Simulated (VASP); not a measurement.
# Zn (Fm-3m) in VASP: further runs, part 2 of 2

VASP 6.6.1. The steps go on from the part before.

### 3 Relaxation of cell and atoms, PBEsol

This run uses another cell than the first one, of 15.17 Å³/atom, 1.073 times its volume.

Input file INCAR:

```
ALGO = Normal ; EDIFF = 1E-7
EDIFFG = -0.005 ; ENCUT = 600
GGA = PS ; IBRION = 2
ISIF = 3 ; ISMEAR = 0
LASPH = T ; LCHARG = F
LREAL = F ; LWAVE = F
NELM = 80 ; NSW = 100
PREC = Accurate ; SIGMA = 0.1
```

Input file KPOINTS:

```
k-points
0
Gamma
  18 18 18
```

Input file POSCAR:

```
Zn
1.0
    0.0000000000      1.9647760000      1.9647760000
    1.9647760000      0.0000000000      1.9647760000
    1.9647760000      1.9647760000      0.0000000000
Zn
1
Direct
    0.0000000000      0.0000000000      0.0000000000
```

Potentials or basis: VASP PAW PBE potentials, release 64 (Zn).

Run with:

```console
cat potpaw_PBE.64/Zn/POTCAR > POTCAR
mpirun -np 1 vasp_std > vasp.out
```

OUTCAR:

```text
EDIFF = 1E-7
   EDIFFG = -0.005
   ENCUT = 600
   GGA = PS
   IBRION = 2
   ISIF = 3
   ISMEAR = 0
   LASPH = T
   LREAL = F
   NELM = 80
   NSW = 100
   PREC = Accurate

 ion  position               nearest neighbor table
   1  0.000  0.000  0.000-

  LATTYP: Found a face centered cubic cell.
 ALAT       =     3.9295520000

  Lattice vectors:

 A1 = (   0.0000000000,   1.9647760000,   1.9647760000)
[... 539 lines left out ...]
     10      22.7989      0.00000

 [... further k-points ...]

------------------------ aborting loop because EDIFF is reached ----------------------------------------

  FORCE on cell =-STRESS in cart. coord.  units (eV):
  Direction    XX          YY          ZZ          XY          YZ          ZX
  --------------------------------------------------------------------------------------
  -------------------------------------------------------------------------------------
  Total        0.0024035      0.0024035      0.0024035     -0.0000000      0.0000000     -0.0000000
  in kB        0.2713514      0.2713514      0.2713514     -0.0000000      0.0000000     -0.0000000
  external PRESSURE =       0.2713514 kB  Pullay stress =       0.0000000 kB

 VOLUME and BASIS-vectors are now :
 -----------------------------------------------------------------------------
  energy-cutoff  :      600.00
  volume of cell :       14.19
      direct lattice vectors                 reciprocal lattice vectors
     0.000000000  1.921609507  1.921609507    -0.260198546  0.260198546  0.260198546
     1.921609507 -0.000000000  1.921609507     0.260198546 -0.260198546  0.260198546
     1.921609507  1.921609507 -0.000000000     0.260198546  0.260198546 -0.260198546

 POSITION                                       TOTAL-FORCE (eV/Angst)
 -----------------------------------------------------------------------------------
      1.92161      1.92161     -0.00000         0.000000     -0.000000      0.000000
 -----------------------------------------------------------------------------------
    total drift:                                0.000000      0.000000     -0.000000

  FREE ENERGIE OF THE ION-ELECTRON SYSTEM (eV)
  ---------------------------------------------------
  free  energy   TOTEN  =        -1.5605313599 eV

  energy  without entropy=       -1.5588672277  energy(sigma->0) =       -1.55969929

 reached required accuracy - stopping structural energy minimisation
```

OSZICAR:

```text
N       E                     dE             d eps       ncg     rms          rms(c)
DAV:   1     0.367814670059E+02    0.36781E+02   -0.75434E+03  3948   0.209E+03
[... 13 lines left out ...]
DAV:   2    -0.167177994983E+01    0.75802E+00   -0.56063E+00  4328   0.536E+01    0.201E+00
DAV:   3    -0.159090920423E+01    0.80871E-01   -0.18442E-01  4350   0.929E+00    0.113E+00
DAV:   4    -0.156093662606E+01    0.29973E-01   -0.97449E-03  4732   0.154E+00    0.182E-01
DAV:   5    -0.156051541589E+01    0.42121E-03   -0.21682E-03  5030   0.100E+00    0.252E-02
DAV:   6    -0.156053216053E+01   -0.16745E-04   -0.70097E-05  3972   0.996E-02    0.481E-03
DAV:   7    -0.156053138902E+01    0.77151E-06   -0.41251E-06  4390   0.434E-02    0.198E-03
DAV:   8    -0.156053135989E+01    0.29135E-07   -0.13518E-07  2322   0.826E-03
   2 F= -.15605314E+01 E0= -.15596993E+01  d E =-.155846E-01
```

CONTCAR:

```text
Zn
   1.00000000000000
     0.0000000000000000    1.9216095065695171    1.9216095065695171
     1.9216095065695171   -0.0000000000000000    1.9216095065695171
     1.9216095065695171    1.9216095065695171   -0.0000000000000000
  Zn
     1
Direct
     0.0000000000000000    0.0000000000000000    1.0000000000000000

  0.00000000E+00  0.00000000E+00  0.00000000E+00
```

It took 18 s on 1 thread of Intel Xeon 6975P-C (Granite Rapids), shared host; peak memory 0.17 GiB.

Results:

```yaml
Free_energy: -1.5605 eV
Relaxed_volume: 14.19 Å³/atom
Relaxed_cell: a = 2.718 Å, b = 2.718 Å, c = 2.718 Å, α = 60.00°, β = 60.00°, γ = 60.00°
Space_group_after_relaxing_to_0.05_Å: Fm-3m (No. 225)
Energy_gained_by_relaxing: 15.6 meV/atom
Ionic_steps: 2
Pressure_after_relaxing: 0.0 GPa
Band_gap_on_the_k_mesh: zero (band 6 reaches 5.12 eV, above the bottom of band 7 at 2.13 eV)
```

The path:
```csv
step,energy change (eV),largest force (eV/Å),pressure (GPa),volume (Å³)
1,0.0000,0.0000,-4.81,15.17
2,-0.0156,0.0000,0.03,14.19
```

Final structure:
```cif
data_structure
_symmetry_space_group_name_H-M 'P 1'
_symmetry_Int_Tables_number 1
_cell_length_a 2.7176
_cell_length_b 2.7176
_cell_length_c 2.7176
_cell_angle_alpha 60.000
_cell_angle_beta 60.000
_cell_angle_gamma 60.000
_cell_volume 14.19
loop_
_atom_site_label
_atom_site_type_symbol
_atom_site_fract_x
_atom_site_fract_y
_atom_site_fract_z
_atom_site_occupancy
Zn1 Zn 0.00000 0.00000 0.00000 1
```

Caveat: the PAW data sets were made with another functional, which shifts forces and pressure a little.
